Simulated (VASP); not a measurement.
# BeS (F-43m) in VASP: further runs

BeS is run at these levels: PBE; tasks: relaxation of the atoms.

All numbers are computed with VASP 6.6.1; they aren't measurements. Logs are shortened: lines on timing, memory, paths and dates and some standing lists are left out, and cuts for length are marked.

**1. The cell of the first run**

The structure is cubic, space group F-43m (No. 216). The conventional cell has a = 3.866 Å, b = 3.866 Å, c = 3.866 Å, α = 90.00°, β = 90.00°, γ = 90.00°. Within 2.2 Å of Be (site symmetry -43m) lie 4 S at 1.67 Å. S (site symmetry -43m) has 4 Be at 1.67 Å within 2.2 Å.

**2. Relaxation of the atoms, PBE**

Input file INCAR:

```
PREC = Accurate
ENCUT = 520
EDIFF = 1E-7
ISMEAR = -1
SIGMA = 0.03
LREAL = F
LASPH = T
NELM = 80
ALGO = Normal
ISIF = 2
LWAVE = F
LCHARG = F
GGA = PE
IBRION = 2
NSW = 50
EDIFFG = -0.01
```

Input file KPOINTS:

```
regular mesh
0
Gamma
  10 10 10
```

Input file POSCAR:

```
BeS
1.0
    0.0000000000      1.9327811446      1.9327811446
    1.9327811446      0.0000000000      1.9327811446
    1.9327811446      1.9327811446      0.0000000000
Be S
1 1
Direct
    0.0000000000      0.0000000000      0.0000000000
    0.2500000000      0.2500000000      0.2500000000
```

Potentials or basis: VASP PAW PBE potentials, release 64 (Be, S).

Command:

```sh
$ cat potpaw_PBE.64/Be/POTCAR potpaw_PBE.64/S/POTCAR > POTCAR
$ mpirun -np 1 vasp_std > vasp.out
```

OUTCAR:

```text
PREC = Accurate
   ENCUT = 520
   EDIFF = 1E-7
   ISMEAR = -1
   LREAL = F
   LASPH = T
   NELM = 80
   ISIF = 2
   GGA = PE
   IBRION = 2
   NSW = 50
   EDIFFG = -0.01

 ion  position               nearest neighbor table
   1  0.000  0.000  0.000-   2 1.67   2 1.67   2 1.67   2 1.67
   2  0.250  0.250  0.250-   1 1.67   1 1.67   1 1.67   1 1.67

  LATTYP: Found a face centered cubic cell.
 ALAT       =     3.8655622892

  Lattice vectors:

 A1 = (   0.0000000000,   1.9327811446,   1.9327811446)
 A2 = (   1.9327811446,   0.0000000000,   1.9327811446)
 A3 = (   1.9327811446,   1.9327811446,   0.0000000000)

Analysis of symmetry for initial positions (statically):
=====================================================================
 Subroutine PRICEL returns:
 Original cell was already a primitive cell.

 Routine SETGRP: Setting up the symmetry group for a
 face centered cubic supercell.

 Subroutine GETGRP returns: Found 24 space group operations
 (whereof 24 operations were pure point group operations)
 out of a pool of 48 trial point group operations.

The static configuration has the point symmetry T_d .

Analysis of symmetry for dynamics (positions and initial velocities):
=====================================================================
 Subroutine PRICEL returns:
 Original cell was already a primitive cell.

 Routine SETGRP: Setting up the symmetry group for a
 face centered cubic supercell.

 Subroutine GETGRP returns: Found 24 space group operations
 (whereof 24 operations were pure point group operations)
 out of a pool of 48 trial point group operations.

The dynamic configuration has the point symmetry T_d .

 Subroutine INISYM returns: Found 24 space group operations
 (whereof 24 operations are pure point group operations),
 and found     1 'primitive' translations

----------------------------------------------------------------------------------------

                                     Primitive cell

  volume of cell :      14.4404

  direct lattice vectors                    reciprocal lattice vectors
     0.000000000  1.932781145  1.932781145    -0.258694577  0.258694577  0.258694577
     1.932781145  0.000000000  1.932781145     0.258694577 -0.258694577  0.258694577
     1.932781145  1.932781145  0.000000000     0.258694577  0.258694577 -0.258694577

  length of vectors
     2.733365308  2.733365308  2.733365308     0.448072150  0.448072150  0.448072150

  position of ions in fractional coordinates (direct lattice)
[... 78 lines left out ...]
   NELM   =     80;   NELMIN=  2; NELMDL= -5     # of ELM steps
   EDIFF  = 0.1E-06   stopping-criterion for ELM
   LREAL  =      F    real-space projection
   EDIFFG = -.1E-01   stopping-criterion for IOM
   NSW    =     50    number of steps for IOM
   IBRION =      2    ionic relax: 0-MD 1-quasi-New 2-CG
   NFREE  =      1    steps in history (QN), initial steepest desc. (CG)
   ISIF   =      2    stress and relaxation
   ISYM   =      2    0-nonsym 1-usesym 2-fastsym
   POTIM  = 0.5000    time-step for ionic-motion
   TEBEG  =    0.0;   TEEND  =   0.0 temperature during run
   PSTRESS=    0.0 pullay stress
   NELECT =       8.0000    total number of electrons
   NUPDOWN=      -1.0000    fix difference up-down
   EMIN   =  10.00;   EMAX   =-10.00  energy-range for DOS
   EFERMI =   0.00;   METHOD = LEGACY
   ISMEAR =    -1;   SIGMA  =   0.03  broadening in eV -4-tet -1-fermi 0-gaus
   EFERMI_NEDOS =   21; number of points for ismear=-14 and -15
   IALGO  =     38    algorithm
   IMIX   =      4    mixing-type and parameters
     AMIX     =   0.40;   BMIX     =  1.00
     AMIX_MAG =   1.60;   BMIX_MAG =  1.00
  volume/ion in A,a.u.               =       7.22        48.72
  Fermi-wavevector in a.u.,A,eV,Ry     =   1.344556  2.540842 24.597023  1.807830
  Thomas-Fermi vector in A             =   2.472540
   LORBIT       =      0    0 simple, 1 ext, 2 COOP (PROOUT), +10 PAW based schemes
   GGA     = PE    functional components
   LHFCALC =     F    Hartree Fock is set to
   AEXX    =    0.0000 exact exchange contribution
   IVDW    =     0    specifies the selected vdW correction
   LEPSILON=     F    determine dielectric tensor
   LRPA    =     F    only Hartree local field effects (RPA)
 conjugate gradient relaxation of ions
 non-spin polarized calculation
  energy-cutoff  :      520.00
  volume of cell :       14.44
 maximum number of plane-waves:       396
   NGX = 11   NGY = 11   NGZ = 11

 number of electron       7.9999998 magnetization

 Free energy of the ion-electron system (eV)
  ---------------------------------------------------
  ext. energy  EPLUGINS =         0.00000000
  ---------------------------------------------------
  free energy    TOTEN  =        -3.91748191 eV

  energy without entropy =       -3.91748128  energy(sigma->0) =       -3.91748160

 E-fermi :  14.4693     XC(G=0): -12.8200

 val. band max:       14.2110346149   @ k =   0.0000   0.0000   0.0000
 cond. band min:      14.7275016759   @ k =   0.5000   0.5000   0.0000
 fundamental gap:      0.5164670610
 Fermi energy:        14.4692712894

 k-point     1 :       0.0000    0.0000    0.0000
  band No.  band energies     occupation
      1      -6.2321      2.00000
      2      14.2110      1.99963
      3      14.2110      1.99963
      4      14.2110      1.99963
      5      18.4625      0.00000
      6      18.4625      0.00000
      7      18.4625      0.00000
      8      27.3979      0.00000
[... 243 lines left out ...]
 k-point    24 :       0.4000    0.3000    0.0000
  band No.  band energies     occupation
      1      -2.5868      2.00000
      2       6.7163      2.00000
      3       8.4906      2.00000
      4       8.9536      2.00000
      5      16.4625      0.00000
      6      18.4263      0.00000
      7      27.2966      0.00000
      8      28.1286      0.00000

 [... further k-points ...]
[... 5 lines left out ...]
  --------------------------------------------------------------------------------------
  -------------------------------------------------------------------------------------
  Total       20.8724454     20.8724454     20.8724454     -0.0000000      0.0000000      0.0000000
  in kB     2315.8257594   2315.8257594   2315.8257594     -0.0000000      0.0000000      0.0000000
  external PRESSURE =    2315.8257594 kB  Pullay stress =       0.0000000 kB

 VOLUME and BASIS-vectors are now :
 -----------------------------------------------------------------------------
  energy-cutoff  :      520.00
  volume of cell :       14.44
      direct lattice vectors                 reciprocal lattice vectors
     0.000000000  1.932781145  1.932781145    -0.258694577  0.258694577  0.258694577
     1.932781145  0.000000000  1.932781145     0.258694577 -0.258694577  0.258694577
     1.932781145  1.932781145  0.000000000     0.258694577  0.258694577 -0.258694577

 POSITION                                       TOTAL-FORCE (eV/Angst)
 -----------------------------------------------------------------------------------
      0.00000      0.00000      0.00000         0.000000      0.000000      0.000000
      0.96639      0.96639      0.96639        -0.000000     -0.000000     -0.000000
 -----------------------------------------------------------------------------------
    total drift:                               -0.000000     -0.000000     -0.000000

  FREE ENERGIE OF THE ION-ELECTRON SYSTEM (eV)
  ---------------------------------------------------
  free  energy   TOTEN  =        -3.9174819128 eV

  energy  without entropy=       -3.9174812809  energy(sigma->0) =       -3.91748160

 reached required accuracy - stopping structural energy minimisation
```

Wall time 2.9 s (1 thread of Intel Xeon 6975P-C, shared host); peak memory 0.12 GiB.

What came out:

```
Free energy             : -3.9175 eV
Pressure after relaxing : 231.6 GPa
Band gap on the k mesh  : 0.52 eV, indirect (least direct gap 4.25 eV)
```

Final structure:
```
Be S
1.0
     0.00000    1.93278    1.93278
     1.93278    0.00000    1.93278
     1.93278    1.93278    0.00000
Be S
1 1
Direct
  0.00000 0.00000 0.00000
  0.25000 0.25000 0.25000
```

Caveat: the relaxation stopped at its first step, so nothing moved. A k mesh can miss the band edges.

**3. Relaxation of the atoms, PBE**

This run uses another cell than the first one, of 7.94 Å³/atom, 1.100 times its volume.

Input file INCAR:

```
SYSTEM = BeS
PREC = Accurate
ENCUT = 520
EDIFF = 1E-6
ISMEAR = -1
SIGMA = 0.03
LREAL = .False.
LASPH = .True.
NELM = 80
ALGO = Normal
ISIF = 2
LWAVE = .False.
LCHARG = .False.
GGA = PE
IBRION = 2
NSW = 50
EDIFFG = -0.01
```

Input file KPOINTS:

```
regular mesh
0
Gamma
  10 10 10
  0 0 0
```

Input file POSCAR:

```
BeS
1.0
    0.0000000000      1.9951715431      1.9951715431
    1.9951715431      0.0000000000      1.9951715431
    1.9951715431      1.9951715431      0.0000000000
Be S
1 1
Direct
    0.0000000000      0.0000000000      0.0000000000
    0.2500000000      0.2500000000      0.2500000000
```

Potentials or basis: VASP PAW PBE potentials, release 64 (Be, S).

Command:

```sh
$ cat potpaw_PBE.64/Be/POTCAR potpaw_PBE.64/S/POTCAR > POTCAR
$ mpirun -np 1 vasp_std > vasp.out
```

Run time: 3.4 s. Hardware: 1 thread of Intel Xeon 6975P-C, shared host; peak memory 0.13 GiB.

Results (log left out):

| Item | Value |
| --- | --- |
| Free energy | -5.7065 eV |
| Pressure after relaxing | 168.7 GPa |
| Band gap on the k mesh | 0.99 eV, indirect (least direct gap 4.57 eV) |

Final structure:
```
CELL_PARAMETERS angstrom
0.00000 1.99517 1.99517
1.99517 0.00000 1.99517
1.99517 1.99517 0.00000
ATOMIC_POSITIONS crystal
Be 0.00000 0.00000 0.00000
S 0.25000 0.25000 0.25000
```

Levels at points of the mesh, in eV from the valence-band top:
```
           k point  band 1  band 2  band 3  band 4  band 5  band 6  band 7  band 8
(0.00, 0.00, 0.00)  -19.23    0.00    0.00    0.00    4.57    4.57    4.57   11.97
(0.50, 0.00, 0.00)  -15.51  -10.86   -2.19   -2.19    5.50    5.50    7.40   13.29
(0.50, 0.50, 0.00)  -14.21   -9.05   -5.49   -5.49    0.99    3.49   17.30   17.30
```

Caveat: the relaxation stopped at its first step, so nothing moved. A k mesh can miss the band edges.
